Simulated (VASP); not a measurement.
# TiB2 (P6/mmm) in VASP: notebook, part 2 of 2

VASP 6.6.1. The steps go on from the part before.

## 5. Single point, PBE (volume scaled by 0.97, then relaxed in part)

Contents of INCAR:

```
SYSTEM = TiB2
PREC = Accurate ; ENCUT = 520
EDIFF = 1E-6 ; ISMEAR = 0
SIGMA = 0.1 ; LREAL = .FALSE.
LASPH = .TRUE. ; NELM = 100
ALGO = Normal ; ISIF = 2
LWAVE = .FALSE. ; LCHARG = .TRUE.
GGA = PE ; LELF = .TRUE.
LVHAR = .TRUE. ; NBANDS = 16
```

Contents of KPOINTS:

```
Automatic mesh
0
G
  18 18 14
  0 0 0
```

Contents of POSCAR:

```
TiB2
1.0
    3.0053314471      0.0000000000      0.0000000000
   -1.5026657236      2.6026933800      0.0000000000
    0.0000000000      0.0000000000      3.1828449162
Ti B
1 2
Direct
    0.0000000000      0.0000000000      0.0000000000
    0.3333333333      0.6666666667      0.5000000000
    0.6666666667      0.3333333333      0.5000000000
```

Potentials or basis: VASP PAW PBE potentials, release 64 (Ti_sv, B).

On the command line:

```bash
$ cat potpaw_PBE.64/Ti_sv/POTCAR potpaw_PBE.64/B/POTCAR > POTCAR
$ mpirun -np 1 vasp_std > vasp.out
```

OUTCAR:

```text
SYSTEM = TiB2
   PREC = Accurate
   ENCUT = 520
   EDIFF = 1E-6
   ISMEAR = 0
   LREAL = .FALSE.
   LASPH = .TRUE.
   NELM = 100
   ISIF = 2
   GGA = PE

 ion  position               nearest neighbor table
   1  0.000  0.000  0.000-   2 2.35   3 2.35   2 2.35   3 2.35   3 2.35   3 2.35   2 2.35   2 2.35
                             3 2.35   3 2.35   2 2.35   2 2.35
   2  0.333  0.667  0.500-   3 1.74   3 1.74   3 1.74   1 2.35   1 2.35   1 2.35   1 2.35   1 2.35
                             1 2.35
   3  0.667  0.333  0.500-   2 1.74   2 1.74   2 1.74   1 2.35   1 2.35   1 2.35   1 2.35   1 2.35
                             1 2.35

[... 656 lines left out ...]
  --------------------------------------------------------------------------------------
  -------------------------------------------------------------------------------------
  Total        1.2964187      1.2964187      1.3091263     -0.0000000     -0.0000000     -0.0000000
  in kB       83.4305314     83.4305314     84.2483255     -0.0000000     -0.0000000     -0.0000000
  external PRESSURE =      83.7031294 kB  Pullay stress =       0.0000000 kB

 VOLUME and BASIS-vectors are now :
 -----------------------------------------------------------------------------
  energy-cutoff  :      520.00
  volume of cell :       24.90
      direct lattice vectors                 reciprocal lattice vectors
     3.005331447  0.000000000  0.000000000     0.332742001  0.192108684  0.000000000
    -1.502665724  2.602693380  0.000000000     0.000000000  0.384217368  0.000000000
     0.000000000  0.000000000  3.182844916     0.000000000  0.000000000  0.314184331

 POSITION                                       TOTAL-FORCE (eV/Angst)
 -----------------------------------------------------------------------------------
      0.00000      0.00000      0.00000        -0.000000      0.000000     -0.000000
     -0.00000      1.73513      1.59142        -0.000000      0.000000     -0.000000
      1.50267      0.86756      1.59142         0.000000     -0.000000      0.000000
 -----------------------------------------------------------------------------------
    total drift:                               -0.000000      0.000000      0.000000

  FREE ENERGIE OF THE ION-ELECTRON SYSTEM (eV)
  ---------------------------------------------------
  free  energy   TOTEN  =       -24.4101633739 eV

  energy  without entropy=      -24.4084606565  energy(sigma->0) =      -24.40931202
```

OSZICAR:

```text
N       E                     dE             d eps       ncg     rms          rms(c)
DAV:   1     0.121951473608E+03    0.12195E+03   -0.90593E+03  9480   0.129E+03
DAV:   2    -0.224517217748E+02   -0.14440E+03   -0.13922E+03 10232   0.343E+02
DAV:   3    -0.294272266223E+02   -0.69755E+01   -0.69194E+01 13752   0.735E+01
DAV:   4    -0.295829888047E+02   -0.15576E+00   -0.15569E+00 11440   0.976E+00
DAV:   5    -0.295871257482E+02   -0.41369E-02   -0.41369E-02 13752   0.133E+00    0.174E+01
DAV:   6    -0.244099129658E+02    0.51772E+01   -0.20086E+01 13576   0.490E+01    0.393E+00
DAV:   7    -0.244064725138E+02    0.34405E-02   -0.99502E-01 10072   0.113E+01    0.352E+00
DAV:   8    -0.244108760130E+02   -0.44035E-02   -0.76132E-02 15536   0.227E+00    0.783E-01
DAV:   9    -0.244105436881E+02    0.33232E-03   -0.27683E-02 11744   0.214E+00    0.241E-01
DAV:  10    -0.244101707628E+02    0.37293E-03   -0.25907E-03 12824   0.629E-01    0.677E-02
DAV:  11    -0.244101757490E+02   -0.49862E-05   -0.32497E-04 12952   0.195E-01    0.647E-02
DAV:  12    -0.244101635810E+02    0.12168E-04   -0.72871E-05 11616   0.108E-01    0.849E-03
DAV:  13    -0.244101633739E+02    0.20709E-06   -0.34018E-06 11256   0.179E-02
   1 F= -.24410163E+02 E0= -.24409312E+02  d E =-.170272E-02
```

stdout:

```text
POSCAR found type information on POSCAR TiB
 POSCAR found :  2 types and       3 ions
 scaLAPACK will be used
 LDA part: xc-table for (Slater+PW92), standard interpolation
 POSCAR, INCAR and KPOINTS ok, starting setup
 FFT: planning ... GRIDC
 FFT: planning ... GRID_SOFT
 FFT: planning ... GRID
 WAVECAR not read
 entering main loop
```

Run time: 57 s. Hardware: 1 thread of Intel Xeon 6975P-C, shared host; peak memory 0.23 GiB.

What came out:

```
Free energy            : -24.4102 eV
Pressure               : 8.4 GPa
Band gap on the k mesh : zero (band 9 reaches 10.73 eV, above the bottom of band 10 at 10.11 eV)
```

## 6. Single point, PBE (volume scaled by 1.03, then relaxed in part)

Contents of INCAR:

```
PREC = Accurate
ENCUT = 520
EDIFF = 1E-6
ISMEAR = 0
SIGMA = 0.1
LREAL = F
LASPH = T
NELM = 80
ALGO = Normal
ISIF = 2
LWAVE = F
LCHARG = T
GGA = PE
LELF = T
LVHAR = T
NBANDS = 16
```

Contents of KPOINTS:

```
Automatic mesh
0
Gamma
  18 18 14
```

Contents of POSCAR:

```
TiB2
1.0
    3.0577351718      0.0000000000      0.0000000000
   -1.5288675859      2.6480763368      0.0000000000
    0.0000000000      0.0000000000      3.2648706710
Ti B
1 2
Direct
    0.0000000000      0.0000000000      0.0000000000
    0.3333333333      0.6666666667      0.5000000000
    0.6666666667      0.3333333333      0.5000000000
```

Potentials or basis: VASP PAW PBE potentials, release 64 (Ti_sv, B).

On the command line:

```bash
$ cat potpaw_PBE.64/Ti_sv/POTCAR potpaw_PBE.64/B/POTCAR > POTCAR
$ mpirun -np 1 vasp_std > vasp.out
```

Run time: 73 s. Hardware: 1 thread of Intel Xeon 6975P-C, shared host; peak memory 0.24 GiB.

Results (log left out):

| Item | Value |
| --- | --- |
| Free energy | -24.4149 eV |
| Pressure | -6.7 GPa |
| Band gap on the k mesh | zero (band 9 reaches 10.08 eV, above the bottom of band 10 at 9.46 eV) |

Levels at points of the mesh, in eV from the Fermi level:
| k point | band 7 | band 8 | band 9 | band 10 | band 11 | band 12 |
| --- | --- | --- | --- | --- | --- | --- |
| (0.00, 0.00, 0.00) | -2.57 | -2.38 | -2.09 | 1.76 | 1.76 | 3.46 |
| (0.50, 0.00, 0.00) | -3.26 | -3.19 | -2.23 | 1.23 | 2.58 | 3.03 |
| (0.00, 0.00, 0.50) | -0.59 | -0.59 | -0.21 | -0.21 | 0.38 | 0.38 |
| (0.50, 0.00, 0.50) | -4.57 | -3.76 | -3.18 | 2.31 | 2.75 | 4.19 |

## 7. Summary

| cell | gap on the mesh (eV) | pressure (GPa) |
| --- | --- | --- |
| a = 2.921, b = 2.921, c = 3.057 Å, angles 90.0, 90.0, 120.0°, 3 atoms | none | 41.3 |
| a = 2.949, b = 2.949, c = 3.100 Å, angles 90.0, 90.0, 120.0°, 3 atoms | none | 28.6 |
| a = 2.978, b = 2.978, c = 3.142 Å, angles 90.0, 90.0, 120.0°, 3 atoms | none | 17.8 |
| a = 3.005, b = 3.005, c = 3.183 Å, angles 90.0, 90.0, 120.0°, 3 atoms | none | 8.4 |
| a = 3.058, b = 3.058, c = 3.265 Å, angles 90.0, 90.0, 120.0°, 3 atoms | none | -6.7 |

Alike in all rows: task single point; level PBE; potentials or basis VASP PAW PBE potentials, release 64 (Ti_sv, B); no spin polarisation; k mesh 18 × 18 × 14; cutoff (eV) 520; smearing gaussian 0.1 eV.

Total energies depend on the potentials used, so only differences within one code and one set of settings carry meaning.
